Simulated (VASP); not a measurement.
# BAs (F-43m) in VASP: a series of runs

The runs below take BAs through single point, with LDA.

All numbers are computed with VASP 6.6.1; they aren't measurements. Logs are shortened: lines on timing, memory, paths and dates and some standing lists are left out, and cuts for length are marked.

## (1) The cell of the first run

The structure is cubic, space group F-43m (No. 216). The conventional cell has a = 4.722 Å, b = 4.722 Å, c = 4.722 Å, α = 90.00°, β = 90.00°, γ = 90.00°. B (site symmetry -43m) has 4 As at 2.04 Å within 2.7 Å. Within 2.7 Å of As (site symmetry -43m) lie 4 B at 2.04 Å.

## (2) Single point, LDA

The input, INCAR:

```
SYSTEM = BAs
PREC = Accurate
ENCUT = 560
EDIFF = 1E-6
ISMEAR = 0
SIGMA = 0.01
LREAL = .FALSE.
LASPH = .TRUE.
NELM = 120
ALGO = Normal
ISIF = 2
LWAVE = .FALSE.
LCHARG = .FALSE.
NBANDS = 16
GGA_COMPAT = .FALSE.
```

The input, KPOINTS:

```
Automatic mesh
0
G
  10 10 10
  0 0 0
```

The input, POSCAR:

```
BAs
1.0
    0.0000000000      2.3608039374      2.3608039374
    2.3608039374      0.0000000000      2.3608039374
    2.3608039374      2.3608039374      0.0000000000
B As
1 1
Direct
    0.0000000000      0.0000000000      0.0000000000
    0.7500000000      0.7500000000      0.7500000000
```

Potentials or basis: VASP PAW LDA potentials, release 64 (B, As_d).

Launch:

```
cat potpaw_LDA.64/B/POTCAR potpaw_LDA.64/As_d/POTCAR > POTCAR
mpirun -np 1 vasp_std > vasp.out
```

OUTCAR:

```text
SYSTEM = BAs
   PREC = Accurate
   ENCUT = 560
   EDIFF = 1E-6
   ISMEAR = 0
   LREAL = .FALSE.
   LASPH = .TRUE.
   NELM = 120
   ISIF = 2

 ion  position               nearest neighbor table
   1  0.000  0.000  0.000-   2 2.04   2 2.04   2 2.04   2 2.04
   2  0.750  0.750  0.750-   1 2.04   1 2.04   1 2.04   1 2.04

  LATTYP: Found a face centered cubic cell.
 ALAT       =     4.7216078748

  Lattice vectors:

 A1 = (   0.0000000000,   2.3608039374,   2.3608039374)
 A2 = (   2.3608039374,   0.0000000000,   2.3608039374)
 A3 = (   2.3608039374,   2.3608039374,   0.0000000000)

Analysis of symmetry for initial positions (statically):
=====================================================================
 Subroutine PRICEL returns:
 Original cell was already a primitive cell.

 Routine SETGRP: Setting up the symmetry group for a
 face centered cubic supercell.

 Subroutine GETGRP returns: Found 24 space group operations
 (whereof 24 operations were pure point group operations)
 out of a pool of 48 trial point group operations.

The static configuration has the point symmetry T_d .

Analysis of symmetry for dynamics (positions and initial velocities):
=====================================================================
 Subroutine PRICEL returns:
 Original cell was already a primitive cell.

 Routine SETGRP: Setting up the symmetry group for a
 face centered cubic supercell.

 Subroutine GETGRP returns: Found 24 space group operations
 (whereof 24 operations were pure point group operations)
 out of a pool of 48 trial point group operations.

The dynamic configuration has the point symmetry T_d .

 Subroutine INISYM returns: Found 24 space group operations
 (whereof 24 operations are pure point group operations),
 and found     1 'primitive' translations

----------------------------------------------------------------------------------------

                                     Primitive cell

  volume of cell :      26.3154

  direct lattice vectors                    reciprocal lattice vectors
     0.000000000  2.360803937  2.360803937    -0.211792259  0.211792259  0.211792259
     2.360803937  0.000000000  2.360803937     0.211792259 -0.211792259  0.211792259
     2.360803937  2.360803937  0.000000000     0.211792259  0.211792259 -0.211792259

  length of vectors
     3.338680946  3.338680946  3.338680946     0.366834954  0.366834954  0.366834954

  position of ions in fractional coordinates (direct lattice)
     0.000000000  0.000000000  0.000000000
     0.750000000  0.750000000  0.750000000

  ion indices of the primitive-cell ions
   primitive index   ion index
                 1           1
                 2           2

----------------------------------------------------------------------------------------

 KPOINTS: Automatic mesh

Automatic generation of k-mesh.
 Grid dimensions read from file:
 generate k-points for:   10   10   10

 Generating k-lattice:

  Cartesian coordinates                     Fractional coordinates (reciprocal lattice)
    -0.021179226  0.021179226  0.021179226     0.100000000  0.000000000  0.000000000
     0.021179226 -0.021179226  0.021179226     0.000000000  0.100000000  0.000000000
     0.021179226  0.021179226 -0.021179226     0.000000000  0.000000000  0.100000000

  Length of vectors
     0.036683495  0.036683495  0.036683495

  Shift w.r.t. Gamma in fractional coordinates (k-lattice)
     0.000000000  0.000000000  0.000000000

 Subroutine IBZKPT returns following result:
 ===========================================

 Found     47 irreducible k-points:

 Following reciprocal coordinates:
            Coordinates               Weight
  0.000000  0.000000  0.000000      1.000000
  0.100000  0.000000  0.000000      8.000000
  0.200000  0.000000  0.000000      8.000000
  0.300000  0.000000  0.000000      8.000000
  0.400000  0.000000  0.000000      8.000000
  0.500000  0.000000  0.000000      4.000000
[... 16 lines left out ...]
  0.300000  0.300000  0.000000      6.000000
  0.400000  0.300000  0.000000     24.000000
 [... further k-points ...]
   k-points           NKPTS =     47   k-points in BZ     NKDIM =     47   number of bands    NBANDS=     16
   number of dos      NEDOS =    301   number of ions     NIONS =      2
   total plane-waves  NPLWV =  21952
   dimension x,y,z NGX =    28 NGY =   28 NGZ =   28
   dimension x,y,z NGXF=    56 NGYF=   56 NGZF=   56
   ions per type =               1   1
   NGX,Y,Z   is equivalent  to a cutoff of  13.94, 13.94, 13.94 a.u.
   NGXF,Y,Z  is equivalent  to a cutoff of  27.88, 27.88, 27.88 a.u.
 SYSTEM =  BAs
   PREC   = accura    normal or accurate (medium, high low for compatibility)
   ISTART =      0    job   : 0-new  1-cont  2-samecut
   ICHARG =      2    charge: 1-file 2-atom 10-const
   ISPIN  =      1    spin polarized calculation?
   LNONCOLLINEAR =      F non collinear calculations
   LSORBIT =      F    spin-orbit coupling
   LASPH  =      T    aspherical Exc in radial PAW
   ENCUT  =  560.0 eV  41.16 Ry    6.42 a.u.   6.44  6.44  6.44*2*pi/ulx,y,z
   NELM   =    120;   NELMIN=  2; NELMDL= -5     # of ELM steps
   EDIFF  = 0.1E-05   stopping-criterion for ELM
   LREAL  =      F    real-space projection
   EDIFFG = 0.1E-04   stopping-criterion for IOM
   NSW    =      0    number of steps for IOM
   IBRION =     -1    ionic relax: 0-MD 1-quasi-New 2-CG
   NFREE  =      0    steps in history (QN), initial steepest desc. (CG)
   ISIF   =      2    stress and relaxation
   ISYM   =      2    0-nonsym 1-usesym 2-fastsym
   POTIM  = 0.5000    time-step for ionic-motion
   TEBEG  =    0.0;   TEEND  =   0.0 temperature during run
   PSTRESS=    0.0 pullay stress
   NELECT =      18.0000    total number of electrons
   NUPDOWN=      -1.0000    fix difference up-down
   EMIN   =  10.00;   EMAX   =-10.00  energy-range for DOS
   EFERMI =   0.00;   METHOD = LEGACY
   ISMEAR =     0;   SIGMA  =   0.01  broadening in eV -4-tet -1-fermi 0-gaus
   EFERMI_NEDOS =   21; number of points for ismear=-14 and -15
   IALGO  =     38    algorithm
   IMIX   =      4    mixing-type and parameters
     AMIX     =   0.40;   BMIX     =  1.00
     AMIX_MAG =   1.60;   BMIX_MAG =  1.00
  volume/ion in A,a.u.               =      13.16        88.79
  Fermi-wavevector in a.u.,A,eV,Ry     =   1.442433  2.725804 28.308471  2.080614
  Thomas-Fermi vector in A             =   2.560954
   LORBIT       =      0    0 simple, 1 ext, 2 COOP (PROOUT), +10 PAW based schemes
   GGA     = CA    functional components
   LHFCALC =     F    Hartree Fock is set to
   AEXX    =    0.0000 exact exchange contribution
   IVDW    =     0    specifies the selected vdW correction
   LEPSILON=     F    determine dielectric tensor
   LRPA    =     F    only Hartree local field effects (RPA)
 non-spin polarized calculation
 Gauss-broadening in eV      SIGMA  =   0.01
  energy-cutoff  :      560.00
  volume of cell :       26.32
 maximum number of plane-waves:       821
 NGX is ok and might be reduce to    28
   NGX = 13   NGY = 13   NGZ = 13

 number of electron      18.0000001 magnetization

 Free energy of the ion-electron system (eV)
  ---------------------------------------------------
  ext. energy  EPLUGINS =         0.00000000
  ---------------------------------------------------
  free energy    TOTEN  =       -12.94139563 eV

  energy without entropy =      -12.94139563  energy(sigma->0) =      -12.94139563

 E-fermi :   5.3258     XC(G=0): -11.6060

 val. band max:        5.1597660268   @ k =   0.0000   0.0000   0.0000
 cond. band min:       6.2553581326   @ k =   0.4000   0.4000   0.0000
 fundamental gap:      1.0955921058
 Fermi energy:         5.3257928055

 k-point     1 :       0.0000    0.0000    0.0000
  band No.  band energies     occupation
      1     -30.7672      2.00000
      2     -30.7672      2.00000
      3     -30.7672      2.00000
      4     -30.7395      2.00000
      5     -30.7395      2.00000
      6     -10.5387      2.00000
[... 8 lines left out ...]
     15      18.5740      0.00000
     16      18.5740      0.00000

 k-point     2 :       0.1000    0.0000    0.0000
  band No.  band energies     occupation
      1     -30.7669      2.00000
      2     -30.7664      2.00000
      3     -30.7664      2.00000
      4     -30.7395      2.00000
      5     -30.7395      2.00000
      6     -10.3697      2.00000
[... 8 lines left out ...]
     15      17.3075      0.00000
     16      17.3075      0.00000

 k-point     3 :       0.2000    0.0000    0.0000
  band No.  band energies     occupation
      1     -30.7659      2.00000
      2     -30.7642      2.00000
      3     -30.7642      2.00000
      4     -30.7392      2.00000
      5     -30.7392      2.00000
      6      -9.8709      2.00000
[... 8 lines left out ...]
     15      16.5308      0.00000
     16      16.5308      0.00000

 k-point     4 :       0.3000    0.0000    0.0000
  band No.  band energies     occupation
      1     -30.7647      2.00000
      2     -30.7620      2.00000
      3     -30.7620      2.00000
      4     -30.7384      2.00000
      5     -30.7384      2.00000
      6      -9.0774      2.00000
[... 8 lines left out ...]
     15      16.9992      0.00000
     16      16.9992      0.00000

 k-point     5 :       0.4000    0.0000    0.0000
  band No.  band energies     occupation
      1     -30.7638      2.00000
      2     -30.7607      2.00000
      3     -30.7607      2.00000
      4     -30.7373      2.00000
      5     -30.7373      2.00000
      6      -8.1212      2.00000
[... 8 lines left out ...]
     15      18.5874      0.00000
     16      18.5874      0.00000

 k-point     6 :       0.5000    0.0000    0.0000
  band No.  band energies     occupation
      1     -30.7634      2.00000
      2     -30.7603      2.00000
      3     -30.7603      2.00000
      4     -30.7368      2.00000
      5     -30.7368      2.00000
      6      -7.5550      2.00000
[... 8 lines left out ...]
     15      20.0474      0.00000
     16      20.0474      0.00000

 k-point     7 :       0.1000    0.1000    0.0000
  band No.  band energies     occupation
      1     -30.7678      2.00000
      2     -30.7655      2.00000
      3     -30.7655      2.00000
      4     -30.7401      2.00000
      5     -30.7389      2.00000
      6     -10.3132      2.00000
[... 8 lines left out ...]
     15      15.9654      0.00000
     16      18.8256      0.00000

 k-point     8 :       0.2000    0.1000    0.0000
  band No.  band energies     occupation
      1     -30.7676      2.00000
      2     -30.7635      2.00000
      3     -30.7633      2.00000
      4     -30.7405      2.00000
      5     -30.7382      2.00000
      6      -9.9236      2.00000
[... 8 lines left out ...]
     15      16.8113      0.00000
     16      18.1572      0.00000

 k-point     9 :       0.3000    0.1000    0.0000
  band No.  band energies     occupation
      1     -30.7664      2.00000
      2     -30.7615      2.00000
      3     -30.7610      2.00000
      4     -30.7403      2.00000
      5     -30.7373      2.00000
      6      -9.2241      2.00000
[... 8 lines left out ...]
     15      17.4846      0.00000
     16      18.2266      0.00000
[... 172 lines left out ...]
 k-point    19 :       0.5000    0.2000    0.0000
  band No.  band energies     occupation
      1     -30.7653      2.00000
      2     -30.7574      2.00000
      3     -30.7559      2.00000
      4     -30.7406      2.00000
      5     -30.7358      2.00000
      6      -7.3103      2.00000
[... 8 lines left out ...]
     15      20.2978      0.00000
     16      20.3408      0.00000

 k-point    20 :      -0.4000    0.2000    0.0000
  band No.  band energies     occupation
      1     -30.7633      2.00000
      2     -30.7586      2.00000
      3     -30.7564      2.00000
      4     -30.7390      2.00000
      5     -30.7372      2.00000
      6      -7.1304      2.00000
[... 8 lines left out ...]
     15      17.9787      0.00000
     16      20.3854      0.00000

 k-point    21 :      -0.3000    0.2000    0.0000
  band No.  band energies     occupation
      1     -30.7627      2.00000
      2     -30.7601      2.00000
      3     -30.7580      2.00000
      4     -30.7390      2.00000
      5     -30.7377      2.00000
      6      -7.9067      2.00000
[... 8 lines left out ...]
     15      17.3929      0.00000
     16      20.7122      0.00000

 k-point    22 :      -0.2000    0.2000    0.0000
  band No.  band energies     occupation
      1     -30.7642      2.00000
      2     -30.7608      2.00000
      3     -30.7606      2.00000
      4     -30.7401      2.00000
      5     -30.7374      2.00000
      6      -8.8067      2.00000
[... 8 lines left out ...]
     15      17.8848      0.00000
     16      19.5782      0.00000

 k-point    23 :       0.3000    0.3000    0.0000
  band No.  band energies     occupation
      1     -30.7711      2.00000
      2     -30.7553      2.00000
      3     -30.7553      2.00000
      4     -30.7440      2.00000
      5     -30.7350      2.00000
      6      -8.5667      2.00000
[... 8 lines left out ...]
     15      20.4145      0.00000
     16      20.8426      0.00000

 k-point    24 :       0.4000    0.3000    0.0000
  band No.  band energies     occupation
      1     -30.7708      2.00000
      2     -30.7534      2.00000
      3     -30.7531      2.00000
      4     -30.7444      2.00000
      5     -30.7343      2.00000
      6      -7.8160      2.00000
[... 8 lines left out ...]
     15      21.2611      0.00000
     16      21.6072      0.00000

 [... further k-points ...]
[... 5 lines left out ...]
  --------------------------------------------------------------------------------------
  -------------------------------------------------------------------------------------
  Total        0.3361635      0.3361635      0.3361635      0.0000000      0.0000000      0.0000000
  in kB       20.4668686     20.4668686     20.4668686      0.0000000      0.0000000      0.0000000
  external PRESSURE =      20.4668686 kB  Pullay stress =       0.0000000 kB

 VOLUME and BASIS-vectors are now :
 -----------------------------------------------------------------------------
  energy-cutoff  :      560.00
  volume of cell :       26.32
      direct lattice vectors                 reciprocal lattice vectors
     0.000000000  2.360803937  2.360803937    -0.211792259  0.211792259  0.211792259
     2.360803937  0.000000000  2.360803937     0.211792259 -0.211792259  0.211792259
     2.360803937  2.360803937  0.000000000     0.211792259  0.211792259 -0.211792259

 POSITION                                       TOTAL-FORCE (eV/Angst)
 -----------------------------------------------------------------------------------
      0.00000      0.00000      0.00000         0.000000      0.000000      0.000000
      3.54121      3.54121      3.54121        -0.000000     -0.000000     -0.000000
 -----------------------------------------------------------------------------------
    total drift:                               -0.000001     -0.000001     -0.000001

  FREE ENERGIE OF THE ION-ELECTRON SYSTEM (eV)
  ---------------------------------------------------
  free  energy   TOTEN  =       -12.9413956261 eV

  energy  without entropy=      -12.9413956261  energy(sigma->0) =      -12.94139563
```

Wall time 36 s (1 thread of Intel Xeon Platinum 8259CL at 2.50GHz (Skylake/Cascade Lake), shared host); peak memory 0.15 GiB.

What came out:

- Free energy: -12.9414 eV
- Pressure: 2.0 GPa
- Band gap on the k mesh: 1.10 eV (least direct gap 3.29 eV)

Levels at points of the mesh, in eV from the valence-band top:
| k point | band 7 | band 8 | band 9 | band 10 | band 11 | band 12 |
| --- | --- | --- | --- | --- | --- | --- |
| (0.00, 0.00, 0.00) | 0.00 | 0.00 | 0.00 | 3.29 | 3.29 | 3.29 |
| (0.50, 0.00, 0.00) | -9.01 | -1.88 | -1.88 | 2.90 | 4.80 | 4.80 |
| (0.50, 0.50, 0.00) | -8.61 | -4.22 | -4.22 | 1.31 | 1.38 | 11.60 |

A k mesh can miss the band edges.

## (3) Single point, LDA

This run uses another cell than the first one, of 12.75 Å³/atom.

The input, INCAR:

```
PREC = Accurate
ENCUT = 560
EDIFF = 1E-6
ISMEAR = 0
SIGMA = 0.01
LREAL = F
LASPH = T
NELM = 120
ALGO = Normal
ISIF = 2
LWAVE = F
LCHARG = F
GGA = CA
NBANDS = 16
GGA_COMPAT = F
```

The input, KPOINTS:

```
regular mesh
0
Gamma
  10 10 10
```

The input, POSCAR:

```
BAs
1.0
    0.0000000000      2.3364686733      2.3364686733
    2.3364686733      0.0000000000      2.3364686733
    2.3364686733      2.3364686733      0.0000000000
B As
1 1
Direct
    0.0000000000      0.0000000000      0.0000000000
    0.7500000000      0.7500000000      0.7500000000
```

Potentials or basis: VASP PAW LDA potentials, release 64 (B, As_d).

Launch:

```
cat potpaw_LDA.64/B/POTCAR potpaw_LDA.64/As_d/POTCAR > POTCAR
mpirun -np 1 vasp_std > vasp.out
```

Run time: 9 s. Hardware: 1 thread of Intel Xeon 6975P-C (Granite Rapids), shared host; peak memory 0.15 GiB.

Results (log left out):

```yaml
Free_energy: -12.9220 eV
Pressure: 7.1 GPa
Band_gap_on_the_k_mesh: 1.07 eV (least direct gap 3.34 eV)
```

Levels at points of the mesh, in eV from the valence-band top:
| k point | band 5 | band 6 | band 7 | band 8 | band 9 | band 10 | band 11 | band 12 | band 13 | band 14 |
| --- | --- | --- | --- | --- | --- | --- | --- | --- | --- | --- |
| (0.00, 0.00, 0.00) | -35.94 | -15.99 | 0.00 | 0.00 | 0.00 | 3.34 | 3.34 | 3.34 | 5.53 | 9.71 |
| (0.50, 0.00, 0.00) | -35.94 | -12.89 | -9.24 | -1.93 | -1.93 | 3.09 | 4.84 | 4.84 | 8.85 | 12.99 |
| (0.50, 0.50, 0.00) | -35.93 | -11.52 | -8.79 | -4.35 | -4.35 | 1.29 | 1.34 | 11.91 | 11.91 | 13.26 |

Caveat: the cell stands under pressure. A k mesh can miss the band edges.
